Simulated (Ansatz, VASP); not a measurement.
**Two plane-wave programs on Zr2O**

```
Zr O
1.0
     3.17283    0.00000    0.00000
    -1.58641    2.74775    0.00000
     0.00000    0.00000   10.91066
Zr O
4 2
Direct
  0.66667 0.33333 0.88599
  0.33333 0.66667 0.38599
  0.66667 0.33333 0.61401
  0.33333 0.66667 0.11401
  0.00000 0.00000 0.75000
  0.00000 0.00000 0.25000
```

Alike in both runs: functional PBEsol; k mesh 6 × 6 × 2; occupations gaussian, width 0.1 eV; no spin polarisation.

Ansatz relaxed the structure, and its values are those at the end. VASP's run is a single point on that final structure, the one shown.

|  | VASP | Ansatz |
| --- | --- | --- |
| version | VASP 6.6.1 | Ansatz 0.2.0 |
| potentials or method | VASP PAW PBE potentials, release 64 (Zr_sv, O), cutoff 520 eV | scalar-relativistic, plane waves, PAW |
| valence electrons in the cell | 60 | 60 |

```tsv
	VASP	Ansatz	Ansatz less VASP
gap on the k mesh at the Fermi level (eV)	none	none	-
pressure (GPa)	0.4	0.2	-0.21
rms of the force components (eV/Å)	0.016	0.005	-0.0112
```

VASP's potentials were made for PBE, not for PBEsol. A gap of «none» marks a metal or a gap that the smearing closes.

The k mesh is coarse, so the values compare programs but aren't converged.
